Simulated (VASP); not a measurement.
Here is a VASP 6.6.1 calculation.

File INCAR:

```
ALGO     = Normal         # electronic algorithm
EDIFF    = 1E-7           # SCF threshold, eV
ENCUT    = 520            # plane-wave cutoff, eV
ISIF     = 2              # what is computed and relaxed
ISMEAR   = 0              # smearing method
LASPH    = T              # aspherical terms in the spheres
LCHARG   = F              # write CHGCAR
LREAL    = F              # projectors in reciprocal space
LWAVE    = F              # write WAVECAR
NBANDS   = 27             # bands
NELM     = 80             # most SCF steps
PREC     = Accurate       # precision mode
SIGMA    = 0.01           # smearing width, eV
```

File KPOINTS:

```
k-points
0
Gamma
  4 4 4
```

The input POSCAR:

```
SrHI
1.0
    4.4095129976      0.0000000000      0.0000000000
    0.0000000000      4.4095129976      0.0000000000
    0.0000000000      0.0000000000      8.5244531755
Sr H I
2 2 2
Direct
    0.0000000000      0.5000000000      0.2000000000
    0.5000000000      0.0000000000      0.8000000000
    0.0000000000      0.0000000000      0.0000000000
    0.5000000000      0.5000000000      0.0000000000
    0.0000000000      0.5000000000      0.7000000000
    0.5000000000      0.0000000000      0.3000000000
```

Potentials or basis: VASP PAW LDA potentials, release 64 (Sr_sv, H, I).

Command:

```console
$ cat potpaw_LDA.64/Sr_sv/POTCAR potpaw_LDA.64/H/POTCAR potpaw_LDA.64/I/POTCAR > POTCAR
$ mpirun -np 1 vasp_std > vasp.out
```

Task: What does it give for the pressure?

Result: -2.5 GPa.

Task: Estimate the largest force.

Result: 1.626 eV/Å.

Forces on the atoms (eV/Å):
```
Sr   0.000  0.000 -1.626
Sr   0.000  0.000  1.626
H    0.000  0.000  0.000
H    0.000  0.000  0.000
I    0.000  0.000 -0.831
I    0.000  0.000  0.831
```

Caveat: forces of over 1 eV/Å act on the atoms, so gaps and moduli don't describe the material at rest.
